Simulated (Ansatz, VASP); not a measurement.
# Two plane-wave programs on WS2

```
CELL_PARAMETERS angstrom
3.18352 0.00000 0.00000
-1.59176 2.75701 0.00000
0.00000 0.00000 16.95058
ATOMIC_POSITIONS crystal
W 0.00000 0.00000 0.00000
S 0.33333 0.66667 0.09200
S 0.33333 0.66667 0.90800
```

Alike in both runs: task relaxation of cell and atoms; functional RPBE; dispersion D3(BJ); k mesh 10 × 10 × 2; occupations fermi-dirac, width 0.05 eV; no spin polarisation.

|  | VASP | Ansatz |
| --- | --- | --- |
| version | VASP 6.6.1 | Ansatz 0.2.0 |
| potentials or method | VASP PAW PBE potentials, release 64 (W_sv, S) | Ansatz PAW |
| plane-wave cutoff (eV) | 600 | 420 |
| valence electrons in the cell | 26 | 26 |

VASP gave:

| Quantity | Value |
| --- | --- |
| relaxed volume (Å³/atom) | 45.35 |
| relaxed length of the cell vector where the two differ most in proportion (Å) | 17.188 |

Task: What did Ansatz give for the same quantities?

Result: Relaxed volume (Å³/atom): 17.09; relaxed length of the cell vector where the two differ most in proportion (Å): 6.514.

VASP's potentials were made for PBE, not for RPBE. One of these differences is far larger than is usual between the two programs; its cause wasn't traced.

Neither program's run includes spin-orbit coupling. Noted on Ansatz's run: the volume moved by over 15 % at a fixed basis, so the end points are rough; the plane-wave basis is chosen anew once the cell has moved, so the energies of steps on either side of that aren't comparable.
